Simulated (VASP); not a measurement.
# HfBe2Si2 (P4/mmm) in VASP: further runs

Runs on HfBe2Si2. Level: PBE. Tasks: single point, relaxation of cell and atoms.

All numbers are computed with VASP 6.6.1; they aren't measurements. Logs are shortened: lines on timing, memory, paths and dates and some standing lists are left out, and cuts for length are marked.

### Step 1. The cell of the first run

It takes space group P4/mmm (No. 123, tetragonal). Conventional cell: a = 5.003 Å, b = 5.003 Å, c = 5.087 Å, α = 90.00°, β = 90.00°, γ = 90.00°. Hf (site symmetry 4/mmm) has 4 Si at 2.50 Å and 2 Be at 2.54 Å within 3.3 Å. Be (site symmetry 4/mmm) has 4 Si at 2.50 Å within 3.3 Å. Within 3.4 Å of Be (site symmetry 4/mmm) lie 2 Hf at 2.54 Å. Si (site symmetry mmm) has 2 Hf at 2.50 Å and 2 Be at 2.50 Å within 3.3 Å.

### Step 2. Single point, PBE

File INCAR:

```
PREC     = Accurate       # precision mode
ENCUT    = 520            # plane-wave cutoff, eV
EDIFF    = 1E-6           # SCF threshold, eV
ISMEAR   = 0              # smearing method
SIGMA    = 0.1            # smearing width, eV
LREAL    = F              # projectors in reciprocal space
LASPH    = T              # aspherical terms in the spheres
NELM     = 60             # most SCF steps
ALGO     = Fast           # electronic algorithm
ISIF     = 2              # what is computed and relaxed
LWAVE    = F              # write WAVECAR
LCHARG   = F              # write CHGCAR
GGA      = PE             # functional
NBANDS   = 19             # bands
```

File KPOINTS:

```
Automatic mesh
0
Gamma
  8 8 8
```

File POSCAR:

```
HfBe2Si2
1.0
    5.0027247817      0.0000000000      0.0000000000
    0.0000000000      5.0027247817      0.0000000000
    0.0000000000      0.0000000000      5.0865311601
Hf Be Si
1 2 2
Direct
    0.0000000000      0.0000000000      0.5000000000
    0.5000000000      0.5000000000      0.5000000000
    0.0000000000      0.0000000000      0.0000000000
    0.0000000000      0.5000000000      0.5000000000
    0.5000000000      0.0000000000      0.5000000000
```

Potentials or basis: VASP PAW PBE potentials, release 64 (Hf_pv, Be, Si).

The run is started by

```console
> cat potpaw_PBE.64/Hf_pv/POTCAR potpaw_PBE.64/Be/POTCAR potpaw_PBE.64/Si/POTCAR > POTCAR
> mpirun -np 1 vasp_std > vasp.out
```

OUTCAR:

```text
PREC = Accurate
   ENCUT = 520
   EDIFF = 1E-6
   ISMEAR = 0
   LREAL = F
   LASPH = T
   NELM = 60
   ISIF = 2
   GGA = PE

 ion  position               nearest neighbor table
   1  0.000  0.000  0.500-   4 2.50   5 2.50   4 2.50   5 2.50   3 2.54   3 2.54
   2  0.500  0.500  0.500-   4 2.50   5 2.50   5 2.50   4 2.50
   3  0.000  0.000  0.000-   1 2.54   1 2.54
   4  0.000  0.500  0.500-   1 2.50   2 2.50   1 2.50   2 2.50
   5  0.500  0.000  0.500-   1 2.50   2 2.50   2 2.50   1 2.50

  LATTYP: Found a simple tetragonal cell.
 ALAT       =     5.0027247817
 C/A-ratio  =     1.0167521465

  Lattice vectors:

 A1 = (   5.0027247817,   0.0000000000,   0.0000000000)
 A2 = (   0.0000000000,   5.0027247817,   0.0000000000)
 A3 = (   0.0000000000,   0.0000000000,   5.0865311601)

Analysis of symmetry for initial positions (statically):
=====================================================================
 Subroutine PRICEL returns:
 Original cell was already a primitive cell.

 Routine SETGRP: Setting up the symmetry group for a
 simple tetragonal supercell.

 Subroutine GETGRP returns: Found 16 space group operations
 (whereof 16 operations were pure point group operations)
 out of a pool of 16 trial point group operations.

The static configuration has the point symmetry D_4h.

Analysis of symmetry for dynamics (positions and initial velocities):
=====================================================================
 Subroutine PRICEL returns:
 Original cell was already a primitive cell.

 Routine SETGRP: Setting up the symmetry group for a
 simple tetragonal supercell.

 Subroutine GETGRP returns: Found 16 space group operations
 (whereof 16 operations were pure point group operations)
 out of a pool of 16 trial point group operations.

The dynamic configuration has the point symmetry D_4h.

 Subroutine INISYM returns: Found 16 space group operations
 (whereof 16 operations are pure point group operations),
 and found     1 'primitive' translations

----------------------------------------------------------------------------------------

                                     Primitive cell

  volume of cell :     127.3019

[... 92 lines left out ...]
   ENCUT  =  520.0 eV  38.22 Ry    6.18 a.u.   9.30  9.30  9.46*2*pi/ulx,y,z
   NELM   =     60;   NELMIN=  2; NELMDL= -5     # of ELM steps
   EDIFF  = 0.1E-05   stopping-criterion for ELM
   LREAL  =      F    real-space projection
   EDIFFG = 0.1E-04   stopping-criterion for IOM
   NSW    =      0    number of steps for IOM
   IBRION =     -1    ionic relax: 0-MD 1-quasi-New 2-CG
   NFREE  =      0    steps in history (QN), initial steepest desc. (CG)
   ISIF   =      2    stress and relaxation
   ISYM   =      2    0-nonsym 1-usesym 2-fastsym
   POTIM  = 0.5000    time-step for ionic-motion
   TEBEG  =    0.0;   TEEND  =   0.0 temperature during run
   PSTRESS=    0.0 pullay stress
   NELECT =      22.0000    total number of electrons
   NUPDOWN=      -1.0000    fix difference up-down
   EMIN   =  10.00;   EMAX   =-10.00  energy-range for DOS
   EFERMI =   0.00;   METHOD = LEGACY
   ISMEAR =     0;   SIGMA  =   0.10  broadening in eV -4-tet -1-fermi 0-gaus
   EFERMI_NEDOS =   21; number of points for ismear=-14 and -15
   IALGO  =     68    algorithm
   IMIX   =      4    mixing-type and parameters
     AMIX     =   0.40;   BMIX     =  1.00
     AMIX_MAG =   1.60;   BMIX_MAG =  1.00
  volume/ion in A,a.u.               =      25.46       171.82
  Fermi-wavevector in a.u.,A,eV,Ry     =   0.911879  1.723202 11.313572  0.831524
  Thomas-Fermi vector in A             =   2.036210
   LORBIT       =      0    0 simple, 1 ext, 2 COOP (PROOUT), +10 PAW based schemes
   GGA     = PE    functional components
   LHFCALC =     F    Hartree Fock is set to
   AEXX    =    0.0000 exact exchange contribution
   IVDW    =     0    specifies the selected vdW correction
   LEPSILON=     F    determine dielectric tensor
   LRPA    =     F    only Hartree local field effects (RPA)
 non-spin polarized calculation
 RMM-DIIS sequential band-by-band and
 Gauss-broadening in eV      SIGMA  =   0.10
  energy-cutoff  :      520.00
  volume of cell :      127.30
 maximum number of plane-waves:      3467
 NGX is ok and might be reduce to    40
   NGX = 19   NGY = 19   NGZ = 19

 number of electron      22.0000000 magnetization

 Free energy of the ion-electron system (eV)
  ---------------------------------------------------
  ext. energy  EPLUGINS =         0.00000000
  ---------------------------------------------------
  free energy    TOTEN  =       -22.32772336 eV

  energy without entropy =      -22.30756393  energy(sigma->0) =      -22.31764365

 E-fermi :   1.7239     XC(G=0):  -8.0609

 val. band max:        1.6863274508   @ k =   0.1250   0.1250   0.1250
 cond. band min:       1.7527368751   @ k =   0.2500   0.1250   0.1250
 fundamental gap:      0.0664094243
 Fermi energy:         1.7238872574

 k-point     1 :       0.0000    0.0000    0.0000
  band No.  band energies     occupation
      1     -28.1781      2.00000
      2     -28.1781      2.00000
      3     -27.9555      2.00000
      4      -7.2049      2.00000
      5      -4.5496      2.00000
      6      -0.8562      2.00000
[... 505 lines left out ...]
      6      -1.6433      2.00000
[... 11 lines left out ...]
     18       5.3998      0.00000
     19       6.2626      0.00000

 [... further k-points ...]

------------------------ aborting loop because EDIFF is reached ----------------------------------------

  FORCE on cell =-STRESS in cart. coord.  units (eV):
  Direction    XX          YY          ZZ          XY          YZ          ZX
  --------------------------------------------------------------------------------------
  -------------------------------------------------------------------------------------
  Total        0.1592289      0.1592289      0.0995857      0.0000000      0.0000000      0.0000000
  in kB        2.0039998      2.0039998      1.2533513      0.0000000      0.0000000      0.0000000
  external PRESSURE =       1.7537836 kB  Pullay stress =       0.0000000 kB

 VOLUME and BASIS-vectors are now :
 -----------------------------------------------------------------------------
  energy-cutoff  :      520.00
  volume of cell :      127.30
      direct lattice vectors                 reciprocal lattice vectors
     5.002724782  0.000000000  0.000000000     0.199891068  0.000000000  0.000000000
     0.000000000  5.002724782  0.000000000     0.000000000  0.199891068  0.000000000
     0.000000000  0.000000000  5.086531160     0.000000000  0.000000000  0.196597636

 POSITION                                       TOTAL-FORCE (eV/Angst)
 -----------------------------------------------------------------------------------
      0.00000      0.00000      2.54327         0.000000      0.000000      0.000000
      2.50136      2.50136      2.54327         0.000000      0.000000      0.000000
      0.00000      0.00000      0.00000         0.000000      0.000000      0.000000
      0.00000      2.50136      2.54327         0.000000      0.000000      0.000000
      2.50136      0.00000      2.54327         0.000000      0.000000      0.000000
 -----------------------------------------------------------------------------------
    total drift:                               -0.000000      0.000000     -0.000000

  FREE ENERGIE OF THE ION-ELECTRON SYSTEM (eV)
  ---------------------------------------------------
  free  energy   TOTEN  =       -22.3277233612 eV

  energy  without entropy=      -22.3075639339  energy(sigma->0) =      -22.31764365
```

Wall time 6.6 min (1 thread of AMD EPYC 7R43 (Zen 3), shared host); peak memory 0.34 GiB.

What came out:

| Property | Result |
| --- | --- |
| Free energy | -22.3277 eV |
| Pressure | 0.2 GPa |
| Band gap on the k mesh | zero (band 11 reaches 2.44 eV, above the bottom of band 12 at 1.47 eV) |

Caveat: spin-orbit coupling is left out, which moves the levels of the heavy elements.

[end of part 1 of 2]
